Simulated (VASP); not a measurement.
# MgS (Niningerite) (Fm-3m) in VASP: a series of runs

The runs below take MgS (Niningerite) through single point, relaxation of cell and atoms, with PBE, BLYP.

Program: VASP 6.6.1. These are calculated values, not measurements. Logs are shortened: lines on timing, memory, paths and dates and some standing lists are left out, and cuts for length are marked.

**1. The cell of the first run**

It takes space group Fm-3m (No. 225, cubic). The conventional cell has a = 5.203 Å, b = 5.203 Å, c = 5.203 Å, α = 90.00°, β = 90.00°, γ = 90.00°. S (site symmetry m-3m) has 6 Mg at 2.60 Å within 3.4 Å. Within 3.4 Å of Mg (site symmetry m-3m) lie 6 S at 2.60 Å.

**2. Single point, PBE**

The input, INCAR:

```
PREC = Accurate
ENCUT = 520
EDIFF = 1E-6
ISMEAR = 0
SIGMA = 0.026000000000000002
LREAL = False
LASPH = True
NELM = 60
ALGO = Normal
ISIF = 2
LWAVE = False
LCHARG = False
GGA = PE
NBANDS = 11
```

The input, KPOINTS:

```
Automatic mesh
0
Gamma
  9 9 9
```

The input, POSCAR:

```
MgS
1.0
    0.0000000000      2.6016500000      2.6016500000
    2.6016500000      0.0000000000      2.6016500000
    2.6016500000      2.6016500000      0.0000000000
S Mg
1 1
Direct
    0.5000000000      0.5000000000      0.5000000000
    0.0000000000      0.0000000000      0.0000000000
```

Potentials or basis: VASP PAW PBE potentials, release 64 (S, Mg).

The run is started by

```bash
$ cat potpaw_PBE.64/S/POTCAR potpaw_PBE.64/Mg/POTCAR > POTCAR
$ mpirun -np 1 vasp_std > vasp.out
```

OUTCAR:

```text
PREC = Accurate
   ENCUT = 520
   EDIFF = 1E-6
   ISMEAR = 0
   LREAL = False
   LASPH = True
   NELM = 60
   ISIF = 2
   GGA = PE

 ion  position               nearest neighbor table
   1  0.500  0.500  0.500-   2 2.60   2 2.60   2 2.60   2 2.60   2 2.60   2 2.60
   2  0.000  0.000  0.000-   1 2.60   1 2.60   1 2.60   1 2.60   1 2.60   1 2.60

  LATTYP: Found a face centered cubic cell.
 ALAT       =     5.2033000000

  Lattice vectors:

 A1 = (   0.0000000000,   2.6016500000,   2.6016500000)
 A2 = (   2.6016500000,   0.0000000000,   2.6016500000)
 A3 = (   2.6016500000,   2.6016500000,   0.0000000000)

Analysis of symmetry for initial positions (statically):
[... 33 lines left out ...]
                                     Primitive cell

  volume of cell :      35.2190

  direct lattice vectors                    reciprocal lattice vectors
     0.000000000  2.601650000  2.601650000    -0.192185728  0.192185728  0.192185728
     2.601650000  0.000000000  2.601650000     0.192185728 -0.192185728  0.192185728
     2.601650000  2.601650000  0.000000000     0.192185728  0.192185728 -0.192185728

  length of vectors
     3.679288715  3.679288715  3.679288715     0.332875446  0.332875446  0.332875446

  position of ions in fractional coordinates (direct lattice)
[... 8 lines left out ...]
----------------------------------------------------------------------------------------

 KPOINTS: Automatic mesh

Automatic generation of k-mesh.
 Grid dimensions read from file:
 generate k-points for:    9    9    9

 Generating k-lattice:

  Cartesian coordinates                     Fractional coordinates (reciprocal lattice)
    -0.021353970  0.021353970  0.021353970     0.111111111  0.000000000  0.000000000
     0.021353970 -0.021353970  0.021353970     0.000000000  0.111111111  0.000000000
     0.021353970  0.021353970 -0.021353970     0.000000000  0.000000000  0.111111111

  Length of vectors
     0.036986161  0.036986161  0.036986161

  Shift w.r.t. Gamma in fractional coordinates (k-lattice)
     0.000000000  0.000000000  0.000000000

 Subroutine IBZKPT returns following result:
 ===========================================

 Found     35 irreducible k-points:

 Following reciprocal coordinates:
            Coordinates               Weight
  0.000000  0.000000  0.000000      1.000000
  0.111111  0.000000  0.000000      8.000000
  0.222222  0.000000  0.000000      8.000000
  0.333333  0.000000  0.000000      8.000000
  0.444444  0.000000  0.000000      8.000000
  0.111111  0.111111  0.000000      6.000000
[... 16 lines left out ...]
 -0.333333  0.333333  0.000000     12.000000
  0.444444  0.444444  0.000000      6.000000
 [... further k-points ...]
   k-points           NKPTS =     35   k-points in BZ     NKDIM =     35   number of bands    NBANDS=     11
   number of dos      NEDOS =    301   number of ions     NIONS =      2
   total plane-waves  NPLWV =  21952
   dimension x,y,z NGX =    28 NGY =   28 NGZ =   28
   dimension x,y,z NGXF=    56 NGYF=   56 NGZF=   56
   ions per type =               1   1
   NGX,Y,Z   is equivalent  to a cutoff of  12.65, 12.65, 12.65 a.u.
   NGXF,Y,Z  is equivalent  to a cutoff of  25.30, 25.30, 25.30 a.u.
 SYSTEM =  unknown system
   PREC   = accura    normal or accurate (medium, high low for compatibility)
   ISTART =      0    job   : 0-new  1-cont  2-samecut
   ICHARG =      2    charge: 1-file 2-atom 10-const
   ISPIN  =      1    spin polarized calculation?
   LNONCOLLINEAR =      F non collinear calculations
   LSORBIT =      F    spin-orbit coupling
   LASPH  =      T    aspherical Exc in radial PAW
   ENCUT  =  520.0 eV  38.22 Ry    6.18 a.u.   6.84  6.84  6.84*2*pi/ulx,y,z
   NELM   =     60;   NELMIN=  2; NELMDL= -5     # of ELM steps
   EDIFF  = 0.1E-05   stopping-criterion for ELM
   LREAL  =      F    real-space projection
   EDIFFG = 0.1E-04   stopping-criterion for IOM
   NSW    =      0    number of steps for IOM
   IBRION =     -1    ionic relax: 0-MD 1-quasi-New 2-CG
[... 8 lines left out ...]
   EMIN   =  10.00;   EMAX   =-10.00  energy-range for DOS
   EFERMI =   0.00;   METHOD = LEGACY
   ISMEAR =     0;   SIGMA  =   0.03  broadening in eV -4-tet -1-fermi 0-gaus
   EFERMI_NEDOS =   21; number of points for ismear=-14 and -15
   IALGO  =     38    algorithm
   IMIX   =      4    mixing-type and parameters
     AMIX     =   0.40;   BMIX     =  1.00
     AMIX_MAG =   1.60;   BMIX_MAG =  1.00
  volume/ion in A,a.u.               =      17.61       118.83
  Fermi-wavevector in a.u.,A,eV,Ry     =   0.998878  1.887606 13.575323  0.997758
  Thomas-Fermi vector in A             =   2.131131
   LORBIT       =      0    0 simple, 1 ext, 2 COOP (PROOUT), +10 PAW based schemes
   GGA     = PE    functional components
   LHFCALC =     F    Hartree Fock is set to
   AEXX    =    0.0000 exact exchange contribution
   IVDW    =     0    specifies the selected vdW correction
   LEPSILON=     F    determine dielectric tensor
   LRPA    =     F    only Hartree local field effects (RPA)
 non-spin polarized calculation
 Gauss-broadening in eV      SIGMA  =   0.03
  energy-cutoff  :      520.00
  volume of cell :       35.22
 maximum number of plane-waves:       958
   NGX = 13   NGY = 13   NGZ = 13

 number of electron       8.0000000 magnetization

 Free energy of the ion-electron system (eV)
  ---------------------------------------------------
  ext. energy  EPLUGINS =         0.00000000
  ---------------------------------------------------
  free energy    TOTEN  =        -8.50202859 eV

  energy without entropy =       -8.50202859  energy(sigma->0) =       -8.50202859

 E-fermi :   3.8946     XC(G=0):  -9.6883

 val. band max:        3.7250049857   @ k =   0.0000   0.0000   0.0000
 cond. band min:       6.6304625084   @ k =   0.4444   0.4444   0.0000
 fundamental gap:      2.9054575227
 Fermi energy:         3.8946176753

 k-point     1 :       0.0000    0.0000    0.0000
  band No.  band energies     occupation
      1      -8.9418      2.00000
      2       3.7250      2.00000
      3       3.7250      2.00000
      4       3.7250      2.00000
      5       7.4352      0.00000
      6      11.6798      0.00000
      7      11.6798      0.00000
      8      11.6798      0.00000
      9      14.0749      0.00000
     10      14.0749      0.00000
     11      16.2633      0.00000

 k-point     2 :       0.1111    0.0000    0.0000
  band No.  band energies     occupation
      1      -8.8219      2.00000
      2       2.8604      2.00000
      3       3.6439      2.00000
      4       3.6439      2.00000
      5       8.1168      0.00000
      6      11.3910      0.00000
      7      11.8946      0.00000
      8      11.8946      0.00000
      9      13.5118      0.00000
     10      13.5118      0.00000
     11      16.4977      0.00000

 k-point     3 :       0.2222    0.0000    0.0000
  band No.  band energies     occupation
      1      -8.4894      2.00000
      2       1.3041      2.00000
      3       3.4553      2.00000
      4       3.4553      2.00000
      5       8.6953      0.00000
      6      11.7124      0.00000
      7      11.7124      0.00000
      8      11.7328      0.00000
      9      13.7125      0.00000
     10      13.7125      0.00000
     11      15.7877      0.00000

 k-point     4 :       0.3333    0.0000    0.0000
  band No.  band energies     occupation
      1      -8.0423      2.00000
      2      -0.1140      2.00000
      3       3.2645      2.00000
      4       3.2645      2.00000
      5       8.5087      0.00000
      6      11.0648      0.00000
      7      11.0648      0.00000
      8      13.0702      0.00000
      9      15.2395      0.00000
     10      15.2395      0.00000
     11      15.2838      0.00000

 k-point     5 :       0.4444    0.0000    0.0000
  band No.  band energies     occupation
      1      -7.6901      2.00000
      2      -0.9838      2.00000
      3       3.1509      2.00000
      4       3.1509      2.00000
      5       8.3020      0.00000
      6      10.6822      0.00000
      7      10.6822      0.00000
      8      13.7999      0.00000
      9      15.6896      0.00000
     10      17.3169      0.00000
     11      17.3169      0.00000

 k-point     6 :       0.1111    0.1111    0.0000
  band No.  band energies     occupation
      1      -8.7824      2.00000
      2       2.8874      2.00000
      3       3.4626      2.00000
      4       3.4626      2.00000
      5       8.3918      0.00000
      6      10.8831      0.00000
      7      12.2168      0.00000
      8      12.2168      0.00000
      9      12.5089      0.00000
     10      14.2822      0.00000
     11      17.3490      0.00000

 k-point     7 :       0.2222    0.1111    0.0000
  band No.  band energies     occupation
      1      -8.5216      2.00000
      2       1.7245      2.00000
      3       3.2133      2.00000
      4       3.2894      2.00000
      5       9.1079      0.00000
      6      10.6096      0.00000
      7      11.3954      0.00000
      8      12.4729      0.00000
      9      13.1751      0.00000
     10      14.4709      0.00000
     11      16.9705      0.00000

 k-point     8 :       0.3333    0.1111    0.0000
  band No.  band energies     occupation
      1      -8.1101      2.00000
      2       0.3559      2.00000
      3       3.0125      2.00000
      4       3.0195      2.00000
      5       9.0540      0.00000
      6      10.5841      0.00000
      7      11.6799      0.00000
      8      11.8948      0.00000
      9      14.5989      0.00000
     10      15.7805      0.00000
     11      16.4544      0.00000
[... 141 lines left out ...]
 k-point    19 :      -0.2222    0.2222    0.0000
  band No.  band energies     occupation
      1      -7.8952      2.00000
      2       0.2558      2.00000
      3       1.7695      2.00000
      4       3.2525      2.00000
      5       9.8020      0.00000
      6      11.0161      0.00000
      7      11.3022      0.00000
      8      11.5904      0.00000
      9      13.7291      0.00000
     10      18.1234      0.00000
     11      18.5229      0.00000

 k-point    20 :       0.3333    0.3333    0.0000
  band No.  band energies     occupation
      1      -7.7713      2.00000
      2       0.3260      2.00000
      3       2.3777      2.00000
      4       2.3777      2.00000
      5       7.6080      0.00000
      6       8.6776      0.00000
      7      13.4623      0.00000
      8      15.1492      0.00000
      9      15.1492      0.00000
     10      15.7090      0.00000
     11      20.6040      0.00000

 k-point    21 :       0.4444    0.3333    0.0000
  band No.  band energies     occupation
      1      -7.4882      2.00000
      2      -0.0970      2.00000
      3       1.8477      2.00000
      4       2.2564      2.00000
      5       7.3409      0.00000
      6       8.8577      0.00000
      7      13.8206      0.00000
      8      14.4818      0.00000
      9      16.3612      0.00000
     10      17.6439      0.00000
     11      20.4198      0.00000

 k-point    22 :      -0.4444    0.3333    0.0000
  band No.  band energies     occupation
      1      -7.3050      2.00000
      2      -0.1486      2.00000
      3       0.9454      2.00000
      4       2.3332      2.00000
      5       7.5776      0.00000
      6      10.0595      0.00000
      7      13.5459      0.00000
      8      13.6452      0.00000
      9      16.1394      0.00000
     10      17.8847      0.00000
     11      20.2466      0.00000

 k-point    23 :      -0.3333    0.3333    0.0000
  band No.  band energies     occupation
      1      -7.3344      2.00000
      2       0.0999      2.00000
      3       0.4069      2.00000
      4       2.5884      2.00000
      5       8.1560      0.00000
      6      11.4442      0.00000
      7      12.6336      0.00000
      8      12.9753      0.00000
      9      15.4547      0.00000
     10      16.1778      0.00000
     11      20.4241      0.00000

 k-point    24 :       0.4444    0.4444    0.0000
  band No.  band energies     occupation
      1      -7.3314      2.00000
      2      -0.3721      2.00000
      3       2.0815      2.00000
      4       2.0815      2.00000
      5       6.6305      0.00000
      6       8.1832      0.00000
      7      15.3721      0.00000
      8      16.4282      0.00000
      9      16.7273      0.00000
     10      16.7273      0.00000
     11      19.9795      0.00000

 [... further k-points ...]
[... 5 lines left out ...]
  --------------------------------------------------------------------------------------
  -------------------------------------------------------------------------------------
  Total        0.1887752      0.1887752      0.1887752      0.0000000     -0.0000000      0.0000000
  in kB        8.5877425      8.5877425      8.5877425      0.0000000     -0.0000000      0.0000000
  external PRESSURE =       8.5877425 kB  Pullay stress =       0.0000000 kB

 VOLUME and BASIS-vectors are now :
 -----------------------------------------------------------------------------
  energy-cutoff  :      520.00
  volume of cell :       35.22
      direct lattice vectors                 reciprocal lattice vectors
     0.000000000  2.601650000  2.601650000    -0.192185728  0.192185728  0.192185728
     2.601650000  0.000000000  2.601650000     0.192185728 -0.192185728  0.192185728
     2.601650000  2.601650000  0.000000000     0.192185728  0.192185728 -0.192185728

 POSITION                                       TOTAL-FORCE (eV/Angst)
 -----------------------------------------------------------------------------------
      2.60165      2.60165      2.60165         0.000000      0.000000      0.000000
      0.00000      0.00000      0.00000        -0.000000     -0.000000     -0.000000
 -----------------------------------------------------------------------------------
    total drift:                                0.000000      0.000000      0.000000

  FREE ENERGIE OF THE ION-ELECTRON SYSTEM (eV)
  ---------------------------------------------------
  free  energy   TOTEN  =        -8.5020285913 eV

  energy  without entropy=       -8.5020285913  energy(sigma->0) =       -8.50202859
```

It took 20 s on 1 thread of AMD EPYC 7R13, shared host; peak memory 0.13 GiB.

Results:

```yaml
Free_energy: -8.5020 eV
Pressure: 0.9 GPa
Band_gap_on_the_k_mesh: 2.91 eV, indirect (least direct gap 3.71 eV)
```

**3. Single point, PBE**

The input, INCAR:

```
  PREC = Accurate
  ENCUT = 520
  EDIFF = 1E-6
  ISMEAR = 0
  SIGMA = 0.027000000000000003
  LREAL = F
  LASPH = T
  NELM = 100
  ALGO = Normal
  ISIF = 2
  LWAVE = F
  LCHARG = F
  GGA = PE
  NBANDS = 11
```

KPOINTS is that of step 2.

POSCAR is that of step 2.

Potentials or basis: VASP PAW PBE potentials, release 64 (S, Mg).

The run is started by

```bash
$ cat potpaw_PBE.64/S/POTCAR potpaw_PBE.64/Mg/POTCAR > POTCAR
$ mpirun -np 1 vasp_std > vasp.out
```

Run time: 28 s. Hardware: 1 thread of AMD EPYC 7R13, shared host; peak memory 0.13 GiB.

It converged, with:

```yaml
Free_energy: -8.5020 eV
Pressure: 0.9 GPa
Band_gap_on_the_k_mesh: 2.91 eV, indirect (least direct gap 3.71 eV)
```

Levels at points of the mesh, in eV from the valence-band top:
```tsv
k point	band 1	band 2	band 3	band 4	band 5	band 6	band 7	band 8	band 9
(0.00, 0.00, 0.00)	-12.67	0.00	0.00	0.00	3.71	7.95	7.95	7.95	10.35
```

**4. Single point, PBE**

The input, INCAR:

```
SYSTEM = MgS
  ALGO = Normal
  EDIFF = 1E-7
  ENCUT = 520
  GGA = PE
  ISIF = 2
  ISMEAR = 0
  LASPH = .TRUE.
  LCHARG = .FALSE.
  LREAL = .FALSE.
  LWAVE = .FALSE.
  NBANDS = 11
  NELM = 80
  PREC = Accurate
  SIGMA = 0.028000000000000004
```

The input, KPOINTS:

```
k-points
0
G
  9 9 9
  0 0 0
```

POSCAR is that of step 3.

Potentials or basis: VASP PAW PBE potentials, release 64 (S, Mg).

The run is started by

```bash
$ cat potpaw_PBE.64/S/POTCAR potpaw_PBE.64/Mg/POTCAR > POTCAR
$ mpirun -np 1 vasp_std > vasp.out
```

OUTCAR:

```text
SYSTEM = MgS
   EDIFF = 1E-7
   ENCUT = 520
   GGA = PE
   ISIF = 2
   ISMEAR = 0
   LASPH = .TRUE.
   LREAL = .FALSE.
   NELM = 80
   PREC = Accurate

 ion  position               nearest neighbor table
   1  0.500  0.500  0.500-   2 2.60   2 2.60   2 2.60   2 2.60   2 2.60   2 2.60
   2  0.000  0.000  0.000-   1 2.60   1 2.60   1 2.60   1 2.60   1 2.60   1 2.60

  LATTYP: Found a face centered cubic cell.
 ALAT       =     5.2033000000

  Lattice vectors:

 A1 = (   0.0000000000,   2.6016500000,   2.6016500000)
 A2 = (   2.6016500000,   0.0000000000,   2.6016500000)
[... 513 lines left out ...]
      7      15.3721      0.00000
      8      16.4282      0.00000
      9      16.7273      0.00000
     10      16.7273      0.00000
     11      19.9794      0.00000

 [... further k-points ...]
[... 5 lines left out ...]
  --------------------------------------------------------------------------------------
  -------------------------------------------------------------------------------------
  Total        0.1892793      0.1892793      0.1892793      0.0000000     -0.0000000     -0.0000000
  in kB        8.6106734      8.6106734      8.6106734      0.0000000     -0.0000000     -0.0000000
  external PRESSURE =       8.6106734 kB  Pullay stress =       0.0000000 kB

 VOLUME and BASIS-vectors are now :
 -----------------------------------------------------------------------------
  energy-cutoff  :      520.00
  volume of cell :       35.22
      direct lattice vectors                 reciprocal lattice vectors
     0.000000000  2.601650000  2.601650000    -0.192185728  0.192185728  0.192185728
     2.601650000  0.000000000  2.601650000     0.192185728 -0.192185728  0.192185728
     2.601650000  2.601650000  0.000000000     0.192185728  0.192185728 -0.192185728

 POSITION                                       TOTAL-FORCE (eV/Angst)
 -----------------------------------------------------------------------------------
      2.60165      2.60165      2.60165        -0.000000      0.000000      0.000000
      0.00000      0.00000      0.00000         0.000000     -0.000000     -0.000000
 -----------------------------------------------------------------------------------
    total drift:                                0.000000      0.000000      0.000000

  FREE ENERGIE OF THE ION-ELECTRON SYSTEM (eV)
  ---------------------------------------------------
  free  energy   TOTEN  =        -8.5020285401 eV

  energy  without entropy=       -8.5020285401  energy(sigma->0) =       -8.50202854
```

OSZICAR:

```text
N       E                     dE             d eps       ncg     rms          rms(c)
DAV:   1     0.229629918905E+02    0.22963E+02   -0.36332E+03   802   0.600E+02
DAV:   2    -0.746788229715E+01   -0.30431E+02   -0.28431E+02  1012   0.977E+01
DAV:   3    -0.889913538003E+01   -0.14313E+01   -0.14289E+01   967   0.232E+01
DAV:   4    -0.890740483960E+01   -0.82695E-02   -0.82688E-02   908   0.214E+00
DAV:   5    -0.890748021833E+01   -0.75379E-04   -0.75378E-04   941   0.199E-01    0.441E+00
DAV:   6    -0.854232076799E+01    0.36516E+00   -0.78894E-01   869   0.350E+00    0.345E+00
DAV:   7    -0.850216745110E+01    0.40153E-01   -0.21658E-01   926   0.202E+00    0.227E+00
DAV:   8    -0.850228292654E+01   -0.11548E-03   -0.14805E-02   827   0.735E-01    0.979E-01
DAV:   9    -0.850201448550E+01    0.26844E-03   -0.74512E-04   851   0.160E-01    0.343E-01
DAV:  10    -0.850203172420E+01   -0.17239E-04   -0.20699E-04   900   0.667E-02    0.418E-02
DAV:  11    -0.850202870798E+01    0.30162E-05   -0.19068E-05   889   0.191E-02    0.200E-02
DAV:  12    -0.850202859414E+01    0.11384E-06   -0.65865E-07   931   0.501E-03    0.312E-03
DAV:  13    -0.850202854012E+01    0.54024E-07   -0.15874E-08   493   0.673E-04
   1 F= -.85020285E+01 E0= -.85020285E+01  d E =-.742783E-20
```

It took 28 s on 1 thread of AMD EPYC 7R13, shared host; peak memory 0.13 GiB.

Results:

- Free energy: -8.5020 eV
- Pressure: 0.9 GPa
- Band gap on the k mesh: 2.91 eV, indirect (least direct gap 3.71 eV)

A k mesh can miss the band edges. PBE gaps usually lie below the measured ones, often by a third to a half.

(Part 1 of 2 ends here.)
